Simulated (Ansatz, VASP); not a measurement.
**One calculation of ZnS, two programs**

File INCAR:

```
SYSTEM = ZnS
  PREC = Accurate
  ENCUT = 520
  EDIFF = 1E-8
  ISMEAR = -1
  SIGMA = 0.02
  LREAL = Auto
  LASPH = .TRUE.
  NELM = 100
  ALGO = Normal
  ISIF = 2
  LWAVE = .FALSE.
  LCHARG = .FALSE.
  GGA = PE
  LEFG = .TRUE.
  NBANDS = 86
```

KPOINTS

```
regular mesh
0
G
  8 8 2
  0 0 0
```

POSCAR

```
ZnS
1.0
    3.8063306180      0.0000000000      0.0000000000
   -1.9031653090      3.2963790104      0.0000000000
    0.0000000000      0.0000000000     24.9109767200
Zn S
8 8
Direct
    0.3333333333      0.6666666667      0.1248427000
    0.0000000000      0.0000000000      0.0002512000
    0.6666666667      0.3333333333      0.6248088900
    0.6666666667      0.3333333333      0.8752558000
    0.0000000000      0.0000000000      0.7500102400
    0.3333333333      0.6666666667      0.3752744800
    0.0000000000      0.0000000000      0.4999590700
    0.6666666667      0.3333333333      0.2499696000
    0.6666666667      0.3333333333      0.3438889100
    0.6666666667      0.3333333333      0.9690531000
    0.3333333333      0.6666666667      0.2184879700
    0.0000000000      0.0000000000      0.5935355200
    0.0000000000      0.0000000000      0.0937900900
    0.0000000000      0.0000000000      0.8437991100
    0.3333333333      0.6666666667      0.4688775700
    0.6666666667      0.3333333333      0.7185927400
```

Input for Ansatz:

```yaml
crystal:
  lattice:
    - [3.806330618, 0.0, 0.0]
    - [-1.903165309, 3.2963790104, 0.0]
    - [0.0, 0.0, 24.91097672]
  atoms:
    - { symbol: Zn, position: [0.3333333333, 0.6666666667, 0.1248427] }
    - { symbol: Zn, position: [0.0, 0.0, 0.0002512] }
    - { symbol: Zn, position: [0.6666666667, 0.3333333333, 0.62480889] }
    - { symbol: Zn, position: [0.6666666667, 0.3333333333, 0.8752558] }
    - { symbol: Zn, position: [0.0, 0.0, 0.75001024] }
    - { symbol: Zn, position: [0.3333333333, 0.6666666667, 0.37527448] }
    - { symbol: Zn, position: [0.0, 0.0, 0.49995907] }
    - { symbol: Zn, position: [0.6666666667, 0.3333333333, 0.2499696] }
    - { symbol: S, position: [0.6666666667, 0.3333333333, 0.34388891] }
    - { symbol: S, position: [0.6666666667, 0.3333333333, 0.9690531] }
    - { symbol: S, position: [0.3333333333, 0.6666666667, 0.21848797] }
    - { symbol: S, position: [0.0, 0.0, 0.59353552] }
    - { symbol: S, position: [0.0, 0.0, 0.09379009] }
    - { symbol: S, position: [0.0, 0.0, 0.84379911] }
    - { symbol: S, position: [0.3333333333, 0.6666666667, 0.46887757] }
    - { symbol: S, position: [0.6666666667, 0.3333333333, 0.71859274] }
kpoints:
  mp_grid: { grid: [8, 8, 2] }
scf:
  occupations: { method: fermi_dirac, width: 0.02 }
hamiltonian:
  xc: pbe
  pseudopotentials: { kind: paw, frozen_core: stored }
output:
  forces: true
  stress: true
  populations: true
  efg:
    quadrupole_moments_barn: { Zn: 0.122, S: -0.0694 }
    contact_densities: true
```

Alike in both runs: task electric field gradients; functional PBE; k mesh 8 × 8 × 2; occupations fermi-dirac, width 0.02 eV; no spin polarisation.

```csv
,VASP,Ansatz
version,VASP 6.6.1,Ansatz 0.2.0
potentials or method,"VASP PAW PBE potentials, release 64 (Zn, S)","plane-wave PAW, scalar-relativistic"
plane-wave cutoff (eV),520,420
valence electrons in the cell,144,144
```

Ansatz gave:

```
gap on the k mesh at the Fermi level (eV)            : 2.19
pressure (GPa)                                       : 2.4
rms of the force components (eV/Å)                   : 0.006
size of Vzz on the site where it differs most (V/Å²) : 2.3
```

**Question.** Which values does VASP return?

**Answer.** gap on the k mesh at the Fermi level (eV): 2.19; pressure (GPa): 2.6; rms of the force components (eV/Å): 0.006; size of Vzz on the site where it differs most (V/Å²): 2.4.

Atom by atom the forces differ by 0.001 eV/Å (rms over components).
